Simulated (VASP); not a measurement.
# Al2Cu (I4/mcm) in VASP: single point with PBE

Aim: the single point of Al2Cu with PBE.

Program: VASP 6.6.1. These are calculated values, not measurements. Logs are shortened: lines on timing, memory, paths and dates and some standing lists are left out, and cuts for length are marked.

### Step 1. The cell of the first run

The structure is tetragonal, space group I4/mcm (No. 140). Conventional cell: a = 6.052 Å, b = 6.052 Å, c = 4.883 Å, α = 90.00°, β = 90.00°, γ = 90.00°. Within 3.4 Å of Al (site symmetry m2m) lie 4 Cu at 2.58 Å and 11 Al at 2.72 to 3.22 Å. Within 3.2 Å of Cu (site symmetry 422) lie 2 Cu at 2.44 Å and 8 Al at 2.58 Å.

### Step 2. Single point, PBE

INCAR

```
ALGO = Fast
EDIFF = 1E-7
ENCUT = 520
GGA = PE
ISIF = 2
ISMEAR = 0
LASPH = T
LCHARG = T
LELF = T
LREAL = F
LVHAR = T
LWAVE = F
NBANDS = 26
NELM = 60
PREC = Accurate
SIGMA = 0.15
```

KPOINTS

```
k-points
0
Gamma
  10 10 10
```

POSCAR

```
Al2Cu
1.0
   -3.0261521191      3.0261521191      2.4412820339
    3.0261521191     -3.0261521191      2.4412820339
    3.0261521191      3.0261521191     -2.4412820339
Al Cu
4 2
Direct
    0.1587211657      0.6587211657      0.8174423314
    0.6587211657      0.8412788343      0.5000000000
    0.8412788343      0.3412788343      0.1825576686
    0.3412788343      0.1587211657      0.5000000000
    0.7500000000      0.7500000000      0.0000000000
    0.2500000000      0.2500000000      0.0000000000
```

Potentials or basis: VASP PAW PBE potentials, release 64 (Al, Cu).

Started as:

```sh
> cat potpaw_PBE.64/Al/POTCAR potpaw_PBE.64/Cu/POTCAR > POTCAR
> mpirun -np 1 vasp_std > vasp.out
```

OUTCAR:

```text
EDIFF = 1E-7
   ENCUT = 520
   GGA = PE
   ISIF = 2
   ISMEAR = 0
   LASPH = T
   LREAL = F
   NELM = 60
   PREC = Accurate

 ion  position               nearest neighbor table
   1  0.159  0.659  0.817-   5 2.58   6 2.58   5 2.58   6 2.58   3 2.72   3 2.90   3 2.90   4 3.11
                             2 3.11   2 3.11   4 3.11   4 3.22   2 3.22   2 3.22   4 3.22
   2  0.659  0.841  0.500-   6 2.58   5 2.58   5 2.58   6 2.58   4 2.72   4 2.90   4 2.90   3 3.11
                             1 3.11   1 3.11   3 3.11   1 3.22   3 3.22   1 3.22   3 3.22
   3  0.841  0.341  0.183-   5 2.58   6 2.58   5 2.58   6 2.58   1 2.72   1 2.90   1 2.90   2 3.11
                             4 3.11   4 3.11   2 3.11   2 3.22   4 3.22   4 3.22   2 3.22
   4  0.341  0.159  0.500-   5 2.58   6 2.58   6 2.58   5 2.58   2 2.72   2 2.90   2 2.90   1 3.11
                             1 3.11   3 3.11   3 3.11   1 3.22   3 3.22   3 3.22   1 3.22
   5  0.750  0.750  0.000-   6 2.44   6 2.44   1 2.58   2 2.58   3 2.58   4 2.58   2 2.58   4 2.58
                             1 2.58   3 2.58
   6  0.250  0.250  0.000-   5 2.44   5 2.44   1 2.58   3 2.58   4 2.58   3 2.58   4 2.58   1 2.58
                             2 2.58   2 2.58

  LATTYP: Found a body centered tetragonal cell.
 ALAT       =     6.0523042382
 C/A-ratio  =     0.8067281279

  Lattice vectors:

 A1 = (  -3.0261521191,   3.0261521191,   2.4412820339)
 A2 = (   3.0261521191,  -3.0261521191,   2.4412820339)
 A3 = (   3.0261521191,   3.0261521191,  -2.4412820339)

Analysis of symmetry for initial positions (statically):
=====================================================================
 Subroutine PRICEL returns:
 Original cell was already a primitive cell.

 Routine SETGRP: Setting up the symmetry group for a
 body centered tetragonal supercell.

 Subroutine GETGRP returns: Found 16 space group operations
 (whereof  8 operations were pure point group operations)
 out of a pool of 16 trial point group operations.

The static configuration has the point symmetry C_4h.
 The point group associated with its full space group is D_4h.

Analysis of symmetry for dynamics (positions and initial velocities):
=====================================================================
 Subroutine PRICEL returns:
 Original cell was already a primitive cell.

 Routine SETGRP: Setting up the symmetry group for a
 body centered tetragonal supercell.

 Subroutine GETGRP returns: Found 16 space group operations
 (whereof  8 operations were pure point group operations)
 out of a pool of 16 trial point group operations.

The dynamic configuration has the point symmetry C_4h.
 The point group associated with its full space group is D_4h.

 Subroutine INISYM returns: Found 16 space group operations
 (whereof  8 operations are pure point group operations),
 and found     1 'primitive' translations

----------------------------------------------------------------------------------------

                                     Primitive cell

  volume of cell :      89.4251

  direct lattice vectors                    reciprocal lattice vectors
    -3.026152119  3.026152119  2.441282034     0.000000000  0.165226327  0.204810421
     3.026152119 -3.026152119  2.441282034     0.165226327  0.000000000  0.204810421
     3.026152119  3.026152119 -2.441282034     0.165226327  0.165226327  0.000000000

  length of vectors
     4.926971815  4.926971815  4.926971815     0.263148338  0.263148338  0.233665313

  position of ions in fractional coordinates (direct lattice)
     0.158721166  0.658721166  0.817442331
     0.658721166  0.841278834  0.500000000
     0.841278834  0.341278834  0.182557669
     0.341278834  0.158721166  0.500000000
     0.750000000  0.750000000  0.000000000
     0.250000000  0.250000000  0.000000000

  ion indices of the primitive-cell ions
   primitive index   ion index
                 1           1
                 2           2
                 3           3
                 4           4
                 5           5
                 6           6

----------------------------------------------------------------------------------------

 KPOINTS: k-points

Automatic generation of k-mesh.
 Grid dimensions read from file:
 generate k-points for:   10   10   10

 Generating k-lattice:

  Cartesian coordinates                     Fractional coordinates (reciprocal lattice)
     0.000000000  0.016522633  0.020481042     0.100000000  0.000000000  0.000000000
     0.016522633  0.000000000  0.020481042     0.000000000  0.100000000  0.000000000
     0.016522633  0.016522633  0.000000000     0.000000000  0.000000000  0.100000000

  Length of vectors
     0.026314834  0.026314834  0.023366531

  Shift w.r.t. Gamma in fractional coordinates (k-lattice)
     0.000000000  0.000000000  0.000000000

 Subroutine IBZKPT returns following result:
 ===========================================

 Found    102 irreducible k-points:

 Following reciprocal coordinates:
            Coordinates               Weight
  0.000000  0.000000  0.000000      1.000000
  0.100000  0.000000 -0.000000      8.000000
  0.200000  0.000000 -0.000000      8.000000
  0.300000  0.000000 -0.000000      8.000000
  0.400000  0.000000 -0.000000      8.000000
  0.500000  0.000000 -0.000000      4.000000
[... 16 lines left out ...]
  0.300000  0.300000 -0.000000      8.000000
  0.400000  0.300000 -0.000000     16.000000
 [... further k-points ...]
   k-points           NKPTS =    102   k-points in BZ     NKDIM =    102   number of bands    NBANDS=     26
   number of dos      NEDOS =    301   number of ions     NIONS =      6
   total plane-waves  NPLWV =  64000
   dimension x,y,z NGX =    40 NGY =   40 NGZ =   40
   dimension x,y,z NGXF=    80 NGYF=   80 NGZF=   80
   ions per type =               4   2
   NGX,Y,Z   is equivalent  to a cutoff of  13.50, 13.50, 13.50 a.u.
   NGXF,Y,Z  is equivalent  to a cutoff of  26.99, 26.99, 26.99 a.u.
 SYSTEM =  unknown system
   PREC   = accura    normal or accurate (medium, high low for compatibility)
   ISTART =      0    job   : 0-new  1-cont  2-samecut
   ICHARG =      2    charge: 1-file 2-atom 10-const
   ISPIN  =      1    spin polarized calculation?
   LNONCOLLINEAR =      F non collinear calculations
   LSORBIT =      F    spin-orbit coupling
   LASPH  =      T    aspherical Exc in radial PAW
   ENCUT  =  520.0 eV  38.22 Ry    6.18 a.u.   9.16  9.16  9.16*2*pi/ulx,y,z
   NELM   =     60;   NELMIN=  2; NELMDL= -5     # of ELM steps
   EDIFF  = 0.1E-06   stopping-criterion for ELM
   LREAL  =      F    real-space projection
   EDIFFG = 0.1E-05   stopping-criterion for IOM
   NSW    =      0    number of steps for IOM
   IBRION =     -1    ionic relax: 0-MD 1-quasi-New 2-CG
   NFREE  =      0    steps in history (QN), initial steepest desc. (CG)
   ISIF   =      2    stress and relaxation
   ISYM   =      2    0-nonsym 1-usesym 2-fastsym
   POTIM  = 0.5000    time-step for ionic-motion
   TEBEG  =    0.0;   TEEND  =   0.0 temperature during run
   PSTRESS=    0.0 pullay stress
   NELECT =      34.0000    total number of electrons
   NUPDOWN=      -1.0000    fix difference up-down
   EMIN   =  10.00;   EMAX   =-10.00  energy-range for DOS
   EFERMI =   0.00;   METHOD = LEGACY
   ISMEAR =     0;   SIGMA  =   0.15  broadening in eV -4-tet -1-fermi 0-gaus
   EFERMI_NEDOS =   21; number of points for ismear=-14 and -15
   IALGO  =     68    algorithm
   IMIX   =      4    mixing-type and parameters
     AMIX     =   0.40;   BMIX     =  1.00
     AMIX_MAG =   1.60;   BMIX_MAG =  1.00
  volume/ion in A,a.u.               =      14.90       100.58
  Fermi-wavevector in a.u.,A,eV,Ry     =   1.185991  2.241198 19.137603  1.406574
  Thomas-Fermi vector in A             =   2.322173
   LORBIT       =      0    0 simple, 1 ext, 2 COOP (PROOUT), +10 PAW based schemes
   GGA     = PE    functional components
   LHFCALC =     F    Hartree Fock is set to
   AEXX    =    0.0000 exact exchange contribution
   IVDW    =     0    specifies the selected vdW correction
   LEPSILON=     F    determine dielectric tensor
   LRPA    =     F    only Hartree local field effects (RPA)
 non-spin polarized calculation
 RMM-DIIS sequential band-by-band and
 Gauss-broadening in eV      SIGMA  =   0.15
  energy-cutoff  :      520.00
  volume of cell :       89.43
 maximum number of plane-waves:      2427
 NGX is ok and might be reduce to    40
   NGX = 19   NGY = 19   NGZ = 19

 number of electron      33.9999976 magnetization

 Free energy of the ion-electron system (eV)
  ---------------------------------------------------
  ext. energy  EPLUGINS =         0.00000000
  ---------------------------------------------------
  free energy    TOTEN  =       -23.39500510 eV

  energy without entropy =      -23.37381557  energy(sigma->0) =      -23.38441033

 E-fermi :   7.9528     XC(G=0): -10.8562

 val. band max:        7.9384371784   @ k =  -0.1000   0.3000   0.1000
 cond. band min:       7.9824835284   @ k =  -0.2000  -0.3000   0.2000
 fundamental gap:      0.0440463500
 Fermi energy:         7.9528260321

 k-point     1 :       0.0000    0.0000    0.0000
  band No.  band energies     occupation
      1      -2.7732      2.00000
      2       2.6717      2.00000
      3       2.8772      2.00000
      4       2.8772      2.00000
      5       2.9151      2.00000
      6       3.7892      2.00000
[... 18 lines left out ...]
     25      13.2458      0.00000
     26      13.8940      0.00000

 k-point     2 :       0.1000    0.0000   -0.0000
  band No.  band energies     occupation
      1      -2.6688      2.00000
      2       2.6609      2.00000
      3       2.8513      2.00000
      4       2.8712      2.00000
      5       2.9368      2.00000
      6       3.7719      2.00000
[... 18 lines left out ...]
     25      13.3609      0.00000
[... 608 lines left out ...]
     25      14.0346      0.00000
     26      15.0354      0.00000

 k-point    24 :       0.4000    0.3000   -0.0000
  band No.  band energies     occupation
      1      -0.4171      2.00000
      2       0.3514      2.00000
      3       1.1336      2.00000
      4       2.7346      2.00000
      5       3.2666      2.00000
      6       3.4209      2.00000
[... 18 lines left out ...]
     25      14.9757      0.00000
     26      14.9911      0.00000

 [... further k-points ...]

------------------------ aborting loop because EDIFF is reached ----------------------------------------

  FORCE on cell =-STRESS in cart. coord.  units (eV):
  Direction    XX          YY          ZZ          XY          YZ          ZX
  --------------------------------------------------------------------------------------
  -------------------------------------------------------------------------------------
  Total        0.0677348      0.0677348      0.0624810      0.0000000      0.0000000      0.0000000
  in kB        1.2135640      1.2135640      1.1194357      0.0000000      0.0000000      0.0000000
  external PRESSURE =       1.1821879 kB  Pullay stress =       0.0000000 kB

 VOLUME and BASIS-vectors are now :
 -----------------------------------------------------------------------------
  energy-cutoff  :      520.00
  volume of cell :       89.43
      direct lattice vectors                 reciprocal lattice vectors
    -3.026152119  3.026152119  2.441282034     0.000000000  0.165226327  0.204810421
     3.026152119 -3.026152119  2.441282034     0.165226327  0.000000000  0.204810421
     3.026152119  3.026152119 -2.441282034     0.165226327  0.165226327  0.000000000

 POSITION                                       TOTAL-FORCE (eV/Angst)
 -----------------------------------------------------------------------------------
      3.98678      0.96063     -0.00000        -0.005547     -0.005547     -0.000000
      2.06552      0.96063      2.44128         0.005547     -0.005547     -0.000000
     -0.96063      2.06552      2.44128         0.005547      0.005547      0.000000
      0.96063      2.06552      0.00000        -0.005547      0.005547     -0.000000
      0.00000      0.00000      3.66192        -0.000000      0.000000     -0.000000
      0.00000      0.00000      1.22064        -0.000000      0.000000     -0.000000
 -----------------------------------------------------------------------------------
    total drift:                               -0.000000     -0.000000      0.000000

  FREE ENERGIE OF THE ION-ELECTRON SYSTEM (eV)
  ---------------------------------------------------
  free  energy   TOTEN  =       -23.3950050953 eV

  energy  without entropy=      -23.3738155745  energy(sigma->0) =      -23.38441033
```

It took 3.9 min on 1 thread of Intel Xeon Platinum 8488C (Sapphire Rapids), shared host; peak memory 0.37 GiB.

What came out:

```yaml
Free_energy: -23.3950 eV
Pressure: 0.1 GPa
Largest_force: 0.008 eV/Å
Band_gap_on_the_k_mesh: zero (bands 17 and 18 overlap by 4.32 eV)
```

Forces in eV/Å, atoms in the order of the input:
```
Al  -0.006 -0.006  0.000
Al   0.006 -0.006  0.000
Al   0.006  0.006  0.000
Al  -0.006  0.006  0.000
Cu   0.000  0.000  0.000
Cu   0.000  0.000  0.000
```
